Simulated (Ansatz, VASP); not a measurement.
## Sc in VASP and in Ansatz

File POSCAR:

```
Sc
1.0
   -1.8790000000      1.8790000000      2.3805000000
    1.8790000000     -1.8790000000      2.3805000000
    1.8790000000      1.8790000000     -2.3805000000
Sc
1
Direct
    0.0000000000      0.0000000000      0.0000000000
```

The input INCAR.step1:

```
SYSTEM = Sc
PREC = Accurate
ENCUT = 520
ISMEAR = 0
SIGMA = 0.05
LREAL = .False.
LASPH = .True.
NELM = 100
NBANDS = 12
GGA = PE
ALGO = Normal
EDIFF = 1E-4
LWAVE = .True.
LCHARG = .False.
```

INCAR.step2

```
SYSTEM = Sc
PREC = Accurate
ENCUT = 520
EDIFF = 1E-6
ISMEAR = 0
SIGMA = 0.05
LREAL = .False.
LASPH = .True.
NELM = 100
ALGO = Normal
ISIF = 2
LWAVE = .False.
LCHARG = .False.
METAGGA = R2SCAN
LMIXTAU = .True.
NBANDS = 12
ISTART = 1
```

KPOINTS

```
Automatic mesh
0
Gamma
  12 12 12
  0 0 0
```

Input for Ansatz:

```yaml
crystal:
  lattice:
    - [-1.879, 1.879, 2.3805]
    - [1.879, -1.879, 2.3805]
    - [1.879, 1.879, -2.3805]
  atoms:
    - { symbol: Sc, position: [0.0, 0.0, 0.0] }
basis:
  ecutwfc: 500
  fft_grid_basis: typed
kpoints:
  mp_grid: { grid: [12, 12, 12] }
hamiltonian:
  xc: r2scan
scf:
  occupations: { method: gaussian, width: 0.05 }
output:
  forces: true
  stress: true
  eigenvalues: true
  bader: true
  write_density: true
  volumetric_format: npy
  elf: true
```

Alike in both runs: task single point; functional r2SCAN; k mesh 12 × 12 × 12; occupations gaussian, width 0.05 eV; no spin polarisation.

|  | VASP | Ansatz |
| --- | --- | --- |
| version | VASP 6.6.1 | Ansatz 0.2.0 |
| potentials or method | VASP PAW PBE potentials, release 64 (Sc_sv), cutoff 520 eV | scalar-relativistic, plane waves, PAW |
| valence electrons in the cell | 11 | 11 |

|  | VASP | Ansatz | Ansatz less VASP |
| --- | --- | --- | --- |
| gap on the k mesh at the Fermi level (eV) | none | none | - |
| pressure (GPa) | -9.8 | -9.8 | -0.06 |
| traceless stress, the component that is largest in VASP (GPa) | 0.78 | 0.78 | +0.001 |

VASP's potentials were made for PBE, not for r2SCAN. A gap of «none» marks a metal or a gap that the smearing closes.
